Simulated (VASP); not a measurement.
# InGe2O2 (P-3m1) in VASP: a series of runs

The runs below take InGe2O2 through single point, with PBE.

All numbers are computed with VASP 6.6.1; they aren't measurements. Logs are shortened: lines on timing, memory, paths and dates and some standing lists are left out, and cuts for length are marked.

## 1. The cell of the first run

The structure is trigonal, space group P-3m1 (No. 164). The conventional cell has a = 4.009 Å, b = 4.009 Å, c = 6.512 Å, α = 90.00°, β = 90.00°, γ = 120.00°. In (site symmetry -3m) has 6 O at 2.90 Å and 6 Ge at 3.30 Å within 3.8 Å. Ge (site symmetry 3m) has 4 O at 2.39 to 2.41 Å and 3 Ge at 2.94 Å within 3.2 Å. O (site symmetry 3m) has 4 Ge at 2.39 to 2.41 Å and 3 In at 2.90 Å within 3.2 Å.

## 2. Single point, PBE

Input file INCAR:

```
PREC = Accurate ; ENCUT = 520
EDIFF = 1E-7 ; ISMEAR = 0
SIGMA = 0.1 ; LREAL = False
LASPH = True ; NELM = 80
ALGO = Normal ; ISIF = 2
LWAVE = False ; LCHARG = True
GGA = PE ; LELF = True
LVHAR = True ; NBANDS = 34
```

Input file KPOINTS:

```
Automatic mesh
0
Gamma
  6 6 4
```

Input file POSCAR:

```
InGe2O2
1.0
    4.0089465400      0.0000000000      0.0000000000
   -2.0044732700      3.4718495500      0.0000000000
    0.0000000000      0.0000000000      6.5120399000
In Ge O
1 2 2
Direct
    0.0000000000      0.0000000000      0.0000000000
    0.6666666700      0.3333333300      0.3604586400
    0.3333333300      0.6666666700      0.6395413600
    0.6666666700      0.3333333300      0.7312604800
    0.3333333300      0.6666666700      0.2687395200
```

Potentials or basis: VASP PAW PBE potentials, release 64 (In_d, Ge_d, O).

Launch:

```console
> cat potpaw_PBE.64/In_d/POTCAR potpaw_PBE.64/Ge_d/POTCAR potpaw_PBE.64/O/POTCAR > POTCAR
> mpirun -np 1 vasp_std > vasp.out
```

OUTCAR:

```text
PREC = Accurate
   ENCUT = 520
   EDIFF = 1E-7
   ISMEAR = 0
   LREAL = False
   LASPH = True
   NELM = 80
   ISIF = 2
   GGA = PE

 ion  position               nearest neighbor table
   1  0.000  0.000  0.000-   4 2.90   5 2.90   4 2.90   5 2.90   4 2.90   5 2.90   2 3.30   3 3.30
                             3 3.30   2 3.30   2 3.30   3 3.30
   2  0.667  0.333  0.360-   5 2.39   5 2.39   5 2.39   4 2.41   1 3.30   1 3.30   1 3.30
   3  0.333  0.667  0.640-   4 2.39   4 2.39   4 2.39   5 2.41   1 3.30   1 3.30   1 3.30
   4  0.667  0.333  0.731-   3 2.39   3 2.39   3 2.39   2 2.41   1 2.90   1 2.90   1 2.90
   5  0.333  0.667  0.269-   2 2.39   2 2.39   2 2.39   3 2.41   1 2.90   1 2.90   1 2.90

  LATTYP: Found a hexagonal cell.
 ALAT       =     4.0089465400
 C/A-ratio  =     1.6243768369

  Lattice vectors:

 A1 = (   4.0089465400,   0.0000000000,   0.0000000000)
 A2 = (  -2.0044732700,   3.4718495500,   0.0000000000)
 A3 = (   0.0000000000,   0.0000000000,   6.5120399000)

Analysis of symmetry for initial positions (statically):
=====================================================================
 Subroutine PRICEL returns:
 Original cell was already a primitive cell.

 Routine SETGRP: Setting up the symmetry group for a
 hexagonal supercell.

 Subroutine GETGRP returns: Found 12 space group operations
 (whereof 12 operations were pure point group operations)
 out of a pool of 24 trial point group operations.

The static configuration has the point symmetry D_3d.

Analysis of symmetry for dynamics (positions and initial velocities):
=====================================================================
 Subroutine PRICEL returns:
 Original cell was already a primitive cell.

 Routine SETGRP: Setting up the symmetry group for a
 hexagonal supercell.

 Subroutine GETGRP returns: Found 12 space group operations
 (whereof 12 operations were pure point group operations)
 out of a pool of 24 trial point group operations.

The dynamic configuration has the point symmetry D_3d.

 Subroutine INISYM returns: Found 12 space group operations
 (whereof 12 operations are pure point group operations),
 and found     1 'primitive' translations

----------------------------------------------------------------------------------------

                                     Primitive cell

  volume of cell :      90.6376

  direct lattice vectors                    reciprocal lattice vectors
     4.008946540  0.000000000  0.000000000     0.249442089  0.144015457  0.000000000
    -2.004473270  3.471849550  0.000000000     0.000000000  0.288030914  0.000000000
     0.000000000  0.000000000  6.512039900     0.000000000  0.000000000  0.153561713

  length of vectors
     4.008946540  4.008946543  6.512039900     0.288030914  0.288030914  0.153561713

  position of ions in fractional coordinates (direct lattice)
     0.000000000  0.000000000  0.000000000
     0.666666670  0.333333330  0.360458640
     0.333333330  0.666666670  0.639541360
     0.666666670  0.333333330  0.731260480
     0.333333330  0.666666670  0.268739520

  ion indices of the primitive-cell ions
   primitive index   ion index
                 1           1
                 2           2
                 3           3
                 4           4
                 5           5

----------------------------------------------------------------------------------------

 KPOINTS: Automatic mesh

Automatic generation of k-mesh.
 Grid dimensions read from file:
 generate k-points for:    6    6    4

 Generating k-lattice:

  Cartesian coordinates                     Fractional coordinates (reciprocal lattice)
     0.041573682  0.024002576  0.000000000     0.166666667  0.000000000  0.000000000
     0.000000000  0.048005152  0.000000000     0.000000000  0.166666667  0.000000000
     0.000000000  0.000000000  0.038390428     0.000000000  0.000000000  0.250000000

  Length of vectors
     0.048005152  0.048005152  0.038390428

  Shift w.r.t. Gamma in fractional coordinates (k-lattice)
     0.000000000  0.000000000  0.000000000

 Subroutine IBZKPT returns following result:
 ===========================================

 Found     24 irreducible k-points:

 Following reciprocal coordinates:
            Coordinates               Weight
  0.000000  0.000000  0.000000      1.000000
  0.166667  0.000000  0.000000      6.000000
  0.333333 -0.000000  0.000000      6.000000
  0.500000 -0.000000  0.000000      3.000000
  0.166667  0.166667  0.000000      6.000000
  0.333333  0.166667  0.000000     12.000000
[... 16 lines left out ...]
  0.333333  0.166667  0.500000     12.000000
  0.333333  0.333333  0.500000      2.000000
   k-points           NKPTS =     24   k-points in BZ     NKDIM =     24   number of bands    NBANDS=     34
   number of dos      NEDOS =    301   number of ions     NIONS =      5
   total plane-waves  NPLWV =  43200
   dimension x,y,z NGX =    30 NGY =   30 NGZ =   48
   dimension x,y,z NGXF=    60 NGYF=   60 NGZF=   96
   ions per type =               1   2   2
   NGX,Y,Z   is equivalent  to a cutoff of  12.44, 12.44, 12.25 a.u.
   NGXF,Y,Z  is equivalent  to a cutoff of  24.88, 24.88, 24.51 a.u.
 SYSTEM =  unknown system
   PREC   = accura    normal or accurate (medium, high low for compatibility)
   ISTART =      0    job   : 0-new  1-cont  2-samecut
   ICHARG =      2    charge: 1-file 2-atom 10-const
   ISPIN  =      1    spin polarized calculation?
   LNONCOLLINEAR =      F non collinear calculations
   LSORBIT =      F    spin-orbit coupling
   LASPH  =      T    aspherical Exc in radial PAW
   ENCUT  =  520.0 eV  38.22 Ry    6.18 a.u.   7.45  7.45 12.11*2*pi/ulx,y,z
   NELM   =     80;   NELMIN=  2; NELMDL= -5     # of ELM steps
   EDIFF  = 0.1E-06   stopping-criterion for ELM
   LREAL  =      F    real-space projection
   EDIFFG = 0.1E-05   stopping-criterion for IOM
   NSW    =      0    number of steps for IOM
   IBRION =     -1    ionic relax: 0-MD 1-quasi-New 2-CG
   NFREE  =      0    steps in history (QN), initial steepest desc. (CG)
   ISIF   =      2    stress and relaxation
   ISYM   =      2    0-nonsym 1-usesym 2-fastsym
   POTIM  = 0.5000    time-step for ionic-motion
   TEBEG  =    0.0;   TEEND  =   0.0 temperature during run
   PSTRESS=    0.0 pullay stress
   NELECT =      53.0000    total number of electrons
   NUPDOWN=      -1.0000    fix difference up-down
   EMIN   =  10.00;   EMAX   =-10.00  energy-range for DOS
   EFERMI =   0.00;   METHOD = LEGACY
   ISMEAR =     0;   SIGMA  =   0.10  broadening in eV -4-tet -1-fermi 0-gaus
   EFERMI_NEDOS =   21; number of points for ismear=-14 and -15
   IALGO  =     38    algorithm
   IMIX   =      4    mixing-type and parameters
     AMIX     =   0.40;   BMIX     =  1.00
     AMIX_MAG =   1.60;   BMIX_MAG =  1.00
  volume/ion in A,a.u.               =      18.13       122.33
  Fermi-wavevector in a.u.,A,eV,Ry     =   1.368981  2.586999 25.498796  1.874109
  Thomas-Fermi vector in A             =   2.494897
   LORBIT       =      0    0 simple, 1 ext, 2 COOP (PROOUT), +10 PAW based schemes
   GGA     = PE    functional components
   LHFCALC =     F    Hartree Fock is set to
   AEXX    =    0.0000 exact exchange contribution
   IVDW    =     0    specifies the selected vdW correction
   LEPSILON=     F    determine dielectric tensor
   LRPA    =     F    only Hartree local field effects (RPA)
 non-spin polarized calculation
 Gauss-broadening in eV      SIGMA  =   0.10
  energy-cutoff  :      520.00
  volume of cell :       90.64
 maximum number of plane-waves:      2479
 NGX is ok and might be reduce to    30
   NGX = 15   NGY = 15   NGZ = 25

 number of electron      53.0000023 magnetization

 Free energy of the ion-electron system (eV)
  ---------------------------------------------------
  ext. energy  EPLUGINS =         0.00000000
  ---------------------------------------------------
  free energy    TOTEN  =       -22.42556747 eV

  energy without entropy =      -22.41716651  energy(sigma->0) =      -22.42136699

 E-fermi :   5.3967     XC(G=0): -10.2087

 val. band max:        5.3845879329   @ k =   0.3333   0.1667   0.0000
 cond. band min:       5.4721033909   @ k =   0.1667   0.1667   0.0000
 fundamental gap:      0.0875154580
 Fermi energy:         5.3966813149

 k-point     1 :       0.0000    0.0000    0.0000
  band No.  band energies     occupation
      1     -19.9631      2.00000
      2     -19.9631      2.00000
      3     -19.9452      2.00000
      4     -19.9343      2.00000
      5     -19.9343      2.00000
      6     -19.9022      2.00000
[... 26 lines left out ...]
     33      11.7742      0.00000
     34      11.8298      0.00000

 k-point     2 :       0.1667    0.0000    0.0000
  band No.  band energies     occupation
      1     -19.9622      2.00000
      2     -19.9597      2.00000
      3     -19.9430      2.00000
      4     -19.9346      2.00000
      5     -19.9311      2.00000
      6     -19.9035      2.00000
[... 26 lines left out ...]
     33      10.0617      0.00000
     34      11.0611      0.00000

 k-point     3 :       0.3333   -0.0000    0.0000
  band No.  band energies     occupation
      1     -19.9605      2.00000
      2     -19.9519      2.00000
      3     -19.9427      2.00000
      4     -19.9273      2.00000
      5     -19.9232      2.00000
      6     -19.9092      2.00000
[... 26 lines left out ...]
     33       9.8751      0.00000
     34      10.4314      0.00000
[... 704 lines left out ...]
 k-point    23 :       0.3333    0.1667    0.5000
  band No.  band energies     occupation
      1     -19.9601      2.00000
      2     -19.9464      2.00000
      3     -19.9362      2.00000
      4     -19.9295      2.00000
      5     -19.9185      2.00000
      6     -19.9119      2.00000
[... 26 lines left out ...]
     33      10.0863      0.00000
     34      10.8441      0.00000

 k-point    24 :       0.3333    0.3333    0.5000
  band No.  band energies     occupation
      1     -19.9600      2.00000
      2     -19.9367      2.00000
      3     -19.9367      2.00000
      4     -19.9252      2.00000
      5     -19.9230      2.00000
      6     -19.9230      2.00000
[... 26 lines left out ...]
     33      10.3486      0.00000
     34      10.4018      0.00000

------------------------ aborting loop because EDIFF is reached ----------------------------------------

  FORCE on cell =-STRESS in cart. coord.  units (eV):
  Direction    XX          YY          ZZ          XY          YZ          ZX
  --------------------------------------------------------------------------------------
  -------------------------------------------------------------------------------------
  Total       -0.9962611     -0.9962611      0.8581471     -0.0000000      0.0000000      0.0000000
  in kB      -17.6106569    -17.6106570     15.1692498     -0.0000000      0.0000000      0.0000000
  external PRESSURE =      -6.6840214 kB  Pullay stress =       0.0000000 kB

 VOLUME and BASIS-vectors are now :
 -----------------------------------------------------------------------------
  energy-cutoff  :      520.00
  volume of cell :       90.64
      direct lattice vectors                 reciprocal lattice vectors
     4.008946540  0.000000000  0.000000000     0.249442089  0.144015457  0.000000000
    -2.004473270  3.471849550  0.000000000     0.000000000  0.288030914  0.000000000
     0.000000000  0.000000000  6.512039900     0.000000000  0.000000000  0.153561713

 POSITION                                       TOTAL-FORCE (eV/Angst)
 -----------------------------------------------------------------------------------
      0.00000      0.00000      0.00000        -0.000000      0.000000      0.000000
      2.00447      1.15728      2.34732        -0.000000      0.000000     -0.334429
     -0.00000      2.31457      4.16472         0.000000     -0.000000      0.334429
      2.00447      1.15728      4.76200         0.000000     -0.000000     -0.636034
     -0.00000      2.31457      1.75004        -0.000000      0.000000      0.636034
 -----------------------------------------------------------------------------------
    total drift:                                0.000000      0.000000      0.000000

  FREE ENERGIE OF THE ION-ELECTRON SYSTEM (eV)
  ---------------------------------------------------
  free  energy   TOTEN  =       -22.4255674654 eV

  energy  without entropy=      -22.4171665102  energy(sigma->0) =      -22.42136699
```

Wall time 54 s (1 thread of Intel Xeon Platinum 8488C (Sapphire Rapids), shared host); peak memory 0.23 GiB.

Results:

- Free energy: -22.4256 eV
- Pressure: -0.7 GPa
- Largest force: 0.636 eV/Å

Forces on the atoms (eV/Å):
```
In   0.000  0.000  0.000
Ge   0.000  0.000 -0.334
Ge   0.000  0.000  0.334
O    0.000  0.000 -0.636
O    0.000  0.000  0.636
```

Stress tensor (GPa, compression positive):
```
-1.76  0.00  0.00
 0.00 -1.76  0.00
 0.00  0.00  1.52
```

Caveat: spin-orbit coupling is left out, which moves the levels of the heavy elements; an odd number of electrons without spin polarisation forces a metal; a magnetic or distorted state may lie lower.

(Continued in part 2 of 2.)
